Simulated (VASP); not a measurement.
# TePb (Fm-3m) in VASP: settings compared

Aim: see how the results for TePb move with the level of theory and the settings. Levels: PBE, LDA. Tasks: relaxation of cell and atoms.

All numbers are computed with VASP 6.6.1; they aren't measurements. Logs are shortened: lines on timing, memory, paths and dates and some standing lists are left out, and cuts for length are marked.

### 1 The cell of the first run

It takes space group Fm-3m (No. 225, cubic). The conventional cell has a = 6.462 Å, b = 6.462 Å, c = 6.462 Å, α = 90.00°, β = 90.00°, γ = 90.00°. Within 4.3 Å of Te (site symmetry m-3m) lie 6 Pb at 3.23 Å. Pb (site symmetry m-3m) has 6 Te at 3.23 Å within 4.3 Å.

### 2 Relaxation of cell and atoms, PBE

File INCAR:

```
SYSTEM = TePb
ALGO = Normal ; EDIFF = 1E-6
EDIFFG = -0.02 ; ENCUT = 600
GGA = PE ; IBRION = 2
ISIF = 3 ; ISMEAR = 0
LASPH = .True. ; LCHARG = .False.
LREAL = .False. ; LWAVE = .False.
NELM = 60 ; NSW = 80
PREC = Accurate ; SIGMA = 0.01
```

File KPOINTS:

```
k-points
0
Gamma
  6 6 6
  0 0 0
```

File POSCAR:

```
TePb
1.0
    0.0000000000      3.2310000000      3.2310000000
    3.2310000000      0.0000000000      3.2310000000
    3.2310000000      3.2310000000      0.0000000000
Te Pb
1 1
Direct
    0.5000000000      0.5000000000      0.5000000000
    0.0000000000      0.0000000000      0.0000000000
```

Potentials or basis: VASP PAW PBE potentials, release 64 (Te, Pb_d).

Started as:

```
cat potpaw_PBE.64/Te/POTCAR potpaw_PBE.64/Pb_d/POTCAR > POTCAR
mpirun -np 1 vasp_std > vasp.out
```

OUTCAR:

```text
SYSTEM = TePb
   EDIFF = 1E-6
   EDIFFG = -0.02
   ENCUT = 600
   GGA = PE
   IBRION = 2
   ISIF = 3
   ISMEAR = 0
   LASPH = .True.
   LREAL = .False.
   NELM = 60
   NSW = 80
   PREC = Accurate

 ion  position               nearest neighbor table
   1  0.500  0.500  0.500-   2 3.23   2 3.23   2 3.23   2 3.23   2 3.23   2 3.23
   2  0.000  0.000  0.000-   1 3.23   1 3.23   1 3.23   1 3.23   1 3.23   1 3.23

  LATTYP: Found a face centered cubic cell.
 ALAT       =     6.4620000000

  Lattice vectors:

 A1 = (   0.0000000000,   3.2310000000,   3.2310000000)
 A2 = (   3.2310000000,   0.0000000000,   3.2310000000)
 A3 = (   3.2310000000,   3.2310000000,   0.0000000000)

Analysis of symmetry for initial positions (statically):
=====================================================================
 Subroutine PRICEL returns:
 Original cell was already a primitive cell.

 Routine SETGRP: Setting up the symmetry group for a
 face centered cubic supercell.

 Subroutine GETGRP returns: Found 48 space group operations
 (whereof 48 operations were pure point group operations)
 out of a pool of 48 trial point group operations.

The static configuration has the point symmetry O_h .

Analysis of symmetry for dynamics (positions and initial velocities):
=====================================================================
 Subroutine PRICEL returns:
 Original cell was already a primitive cell.

 Routine SETGRP: Setting up the symmetry group for a
 face centered cubic supercell.

 Subroutine GETGRP returns: Found 48 space group operations
 (whereof 48 operations were pure point group operations)
 out of a pool of 48 trial point group operations.

The dynamic configuration has the point symmetry O_h .

 Subroutine INISYM returns: Found 48 space group operations
 (whereof 48 operations are pure point group operations),
 and found     1 'primitive' translations

----------------------------------------------------------------------------------------

                                     Primitive cell

  volume of cell :      67.4592

  direct lattice vectors                    reciprocal lattice vectors
     0.000000000  3.231000000  3.231000000    -0.154750851  0.154750851  0.154750851
     3.231000000  0.000000000  3.231000000     0.154750851 -0.154750851  0.154750851
     3.231000000  3.231000000  0.000000000     0.154750851  0.154750851 -0.154750851

  length of vectors
     4.569324020  4.569324020  4.569324020     0.268036337  0.268036337  0.268036337

  position of ions in fractional coordinates (direct lattice)
     0.500000000  0.500000000  0.500000000
     0.000000000  0.000000000  0.000000000

  ion indices of the primitive-cell ions
   primitive index   ion index
                 1           1
                 2           2

----------------------------------------------------------------------------------------

 KPOINTS: k-points

Automatic generation of k-mesh.
 Grid dimensions read from file:
 generate k-points for:    6    6    6

 Generating k-lattice:

  Cartesian coordinates                     Fractional coordinates (reciprocal lattice)
    -0.025791809  0.025791809  0.025791809     0.166666667  0.000000000  0.000000000
     0.025791809 -0.025791809  0.025791809     0.000000000  0.166666667  0.000000000
     0.025791809  0.025791809 -0.025791809     0.000000000  0.000000000  0.166666667

  Length of vectors
     0.044672723  0.044672723  0.044672723

  Shift w.r.t. Gamma in fractional coordinates (k-lattice)
     0.000000000  0.000000000  0.000000000

 Subroutine IBZKPT returns following result:
 ===========================================

 Found     16 irreducible k-points:

 Following reciprocal coordinates:
            Coordinates               Weight
  0.000000  0.000000  0.000000      1.000000
  0.166667  0.000000  0.000000      8.000000
  0.333333  0.000000  0.000000      8.000000
  0.500000  0.000000  0.000000      4.000000
  0.166667  0.166667  0.000000      6.000000
  0.333333  0.166667  0.000000     24.000000
[... 8 lines left out ...]
 -0.333333  0.333333  0.166667     24.000000
 -0.333333  0.500000  0.166667     12.000000
   k-points           NKPTS =     16   k-points in BZ     NKDIM =     16   number of bands    NBANDS=     14
   number of dos      NEDOS =    301   number of ions     NIONS =      2
   total plane-waves  NPLWV =  64000
   dimension x,y,z NGX =    40 NGY =   40 NGZ =   40
   dimension x,y,z NGXF=    80 NGYF=   80 NGZF=   80
   ions per type =               1   1
   NGX,Y,Z   is equivalent  to a cutoff of  14.55, 14.55, 14.55 a.u.
   NGXF,Y,Z  is equivalent  to a cutoff of  29.11, 29.11, 29.11 a.u.
 SYSTEM =  TePb
   PREC   = accura    normal or accurate (medium, high low for compatibility)
   ISTART =      0    job   : 0-new  1-cont  2-samecut
   ICHARG =      2    charge: 1-file 2-atom 10-const
   ISPIN  =      1    spin polarized calculation?
   LNONCOLLINEAR =      F non collinear calculations
   LSORBIT =      F    spin-orbit coupling
   LASPH  =      T    aspherical Exc in radial PAW
   ENCUT  =  600.0 eV  44.10 Ry    6.64 a.u.   9.13  9.13  9.13*2*pi/ulx,y,z
   NELM   =     60;   NELMIN=  2; NELMDL= -5     # of ELM steps
   EDIFF  = 0.1E-05   stopping-criterion for ELM
   LREAL  =      F    real-space projection
   EDIFFG = -.2E-01   stopping-criterion for IOM
   NSW    =     80    number of steps for IOM
   IBRION =      2    ionic relax: 0-MD 1-quasi-New 2-CG
   NFREE  =      1    steps in history (QN), initial steepest desc. (CG)
   ISIF   =      3    stress and relaxation
   ISYM   =      2    0-nonsym 1-usesym 2-fastsym
   POTIM  = 0.5000    time-step for ionic-motion
   TEBEG  =    0.0;   TEEND  =   0.0 temperature during run
   PSTRESS=    0.0 pullay stress
   NELECT =      20.0000    total number of electrons
   NUPDOWN=      -1.0000    fix difference up-down
   EMIN   =  10.00;   EMAX   =-10.00  energy-range for DOS
   EFERMI =   0.00;   METHOD = LEGACY
   ISMEAR =     0;   SIGMA  =   0.01  broadening in eV -4-tet -1-fermi 0-gaus
   EFERMI_NEDOS =   21; number of points for ismear=-14 and -15
   IALGO  =     38    algorithm
   IMIX   =      4    mixing-type and parameters
     AMIX     =   0.40;   BMIX     =  1.00
     AMIX_MAG =   1.60;   BMIX_MAG =  1.00
  volume/ion in A,a.u.               =      33.73       227.62
  Fermi-wavevector in a.u.,A,eV,Ry     =   1.091619  2.062861 16.213147  1.191633
  Thomas-Fermi vector in A             =   2.227868
   LORBIT       =      0    0 simple, 1 ext, 2 COOP (PROOUT), +10 PAW based schemes
   GGA     = PE    functional components
   LHFCALC =     F    Hartree Fock is set to
   AEXX    =    0.0000 exact exchange contribution
   IVDW    =     0    specifies the selected vdW correction
   LEPSILON=     F    determine dielectric tensor
   LRPA    =     F    only Hartree local field effects (RPA)
 conjugate gradient relaxation of ions
 non-spin polarized calculation
 Gauss-broadening in eV      SIGMA  =   0.01
  energy-cutoff  :      600.00
  volume of cell :       67.46
 maximum number of plane-waves:      2285
 NGX is ok and might be reduce to    40
   NGX = 19   NGY = 19   NGZ = 19

--------------------------------------- Ionic step        1  -------------------------------------------

 number of electron      19.9999998 magnetization

 Free energy of the ion-electron system (eV)
  ---------------------------------------------------
  ext. energy  EPLUGINS =         0.00000000
  ---------------------------------------------------
  free energy    TOTEN  =        -7.50212864 eV

  energy without entropy =       -7.50212864  energy(sigma->0) =       -7.50212864

------------------------ aborting loop because EDIFF is reached ----------------------------------------

  FORCE on cell =-STRESS in cart. coord.  units (eV):
  Direction    XX          YY          ZZ          XY          YZ          ZX
  --------------------------------------------------------------------------------------
  -------------------------------------------------------------------------------------
  Total        0.8884078      0.8884078      0.8884078      0.0000000      0.0000000     -0.0000000
  in kB       21.0999810     21.0999810     21.0999810      0.0000000      0.0000000     -0.0000000
  external PRESSURE =      21.0999810 kB  Pullay stress =       0.0000000 kB

 VOLUME and BASIS-vectors are now :
 -----------------------------------------------------------------------------
  energy-cutoff  :      600.00
  volume of cell :       67.46
      direct lattice vectors                 reciprocal lattice vectors
     0.000000000  3.231000000  3.231000000    -0.154750851  0.154750851  0.154750851
     3.231000000  0.000000000  3.231000000     0.154750851 -0.154750851  0.154750851
     3.231000000  3.231000000  0.000000000     0.154750851  0.154750851 -0.154750851
[... 37 lines left out ...]
 POSITION                                       TOTAL-FORCE (eV/Angst)
 -----------------------------------------------------------------------------------
      3.30024      3.30024      3.30024         0.000000      0.000000      0.000000
      0.00000      0.00000      0.00000         0.000000      0.000000     -0.000000
 -----------------------------------------------------------------------------------
    total drift:                                0.000000     -0.000000     -0.000000

  FREE ENERGIE OF THE ION-ELECTRON SYSTEM (eV)
  ---------------------------------------------------
  free  energy   TOTEN  =        -7.5217371800 eV

  energy  without entropy=       -7.5217371800  energy(sigma->0) =       -7.52173718

--------------------------------------- Ionic step        3  -------------------------------------------

 number of electron      20.0000002 magnetization

 Free energy of the ion-electron system (eV)
  ---------------------------------------------------
  ext. energy  EPLUGINS =         0.00000000
  ---------------------------------------------------
  free energy    TOTEN  =        -7.52357586 eV

  energy without entropy =       -7.52357586  energy(sigma->0) =       -7.52357586

 E-fermi :   5.0710     XC(G=0):  -9.0815

 val. band max:        5.0004424588   @ k =   0.5000   0.0000   0.0000
 cond. band min:       5.8317009795   @ k =   0.5000   0.0000   0.0000
 fundamental gap:      0.8312585207
 Fermi energy:         5.0709987985

 k-point     1 :       0.0000    0.0000    0.0000
  band No.  band energies     occupation
      1     -11.6440      2.00000
      2     -11.6440      2.00000
      3     -11.6383      2.00000
      4     -11.6383      2.00000
      5     -11.6383      2.00000
      6      -6.6169      2.00000
      7      -0.7091      2.00000
      8       3.8437      2.00000
      9       3.8437      2.00000
     10       3.8437      2.00000
     11       9.0268      0.00000
     12       9.0268      0.00000
     13       9.0268      0.00000
     14      10.9140      0.00000

 k-point     2 :       0.1667    0.0000    0.0000
  band No.  band energies     occupation
      1     -11.6466      2.00000
      2     -11.6466      2.00000
      3     -11.6377      2.00000
      4     -11.6351      2.00000
      5     -11.6351      2.00000
      6      -6.3970      2.00000
      7      -1.3304      2.00000
      8       3.9110      2.00000
      9       3.9110      2.00000
     10       4.1575      2.00000
[... 262 lines left out ...]
 POSITION                                       TOTAL-FORCE (eV/Angst)
 -----------------------------------------------------------------------------------
      3.28417      3.28417      3.28417        -0.000000     -0.000000     -0.000000
      0.00000      0.00000      0.00000         0.000000      0.000000      0.000000
 -----------------------------------------------------------------------------------
    total drift:                                0.000000     -0.000000     -0.000000

  FREE ENERGIE OF THE ION-ELECTRON SYSTEM (eV)
  ---------------------------------------------------
  free  energy   TOTEN  =        -7.5235758606 eV

  energy  without entropy=       -7.5235758606  energy(sigma->0) =       -7.52357586

 reached required accuracy - stopping structural energy minimisation
```

Wall time 33 s (1 thread of Intel Xeon Platinum 8559C (Emerald Rapids), shared host); peak memory 0.24 GiB.

Results:

| Item | Value |
| --- | --- |
| Free energy | -7.5236 eV |
| Relaxed volume | 35.42 Å³/atom |
| Relaxed cell | a = 4.645 Å, b = 4.645 Å, c = 4.645 Å, α = 60.00°, β = 60.00°, γ = 60.00° |
| Space group after relaxing (to 0.05 Å) | Fm-3m (No. 225) |
| Energy gained by relaxing | 10.7 meV/atom |
| Ionic steps | 3 |
| Pressure after relaxing | 0.0 GPa |
| Band gap on the k mesh | 0.83 eV, direct |

Step by step:
```csv
step,energy change (eV),largest force (eV/Å),pressure (GPa),volume (Å³)
1,0.0000,0.0000,2.11,67.46
2,-0.0196,0.0000,-0.55,71.89
3,-0.0214,0.0000,0.00,70.84
```

Final structure:
```
Te Pb
1.0
     0.00000    3.28417    3.28417
     3.28417    0.00000    3.28417
     3.28417    3.28417    0.00000
Te Pb
1 1
Direct
  0.50000 0.50000 0.50000
  0.00000 0.00000 0.00000
```

Levels at points of the mesh, in eV from the valence-band top:
| k point | band 8 | band 9 | band 10 | band 11 | band 12 | band 13 |
| --- | --- | --- | --- | --- | --- | --- |
| (0.00, 0.00, 0.00) | -1.16 | -1.16 | -1.16 | 4.03 | 4.03 | 4.03 |
| (0.50, 0.00, 0.00) | -0.73 | -0.73 | 0.00 | 0.83 | 1.39 | 1.39 |
| (0.50, 0.50, 0.00) | -4.11 | -2.52 | -2.52 | 3.51 | 5.31 | 5.31 |

Caveat: spin-orbit coupling is left out, which moves the levels of the heavy elements. PBE usually gives volumes a little too large and moduli too small.

(Part 1 of 2 ends here.)
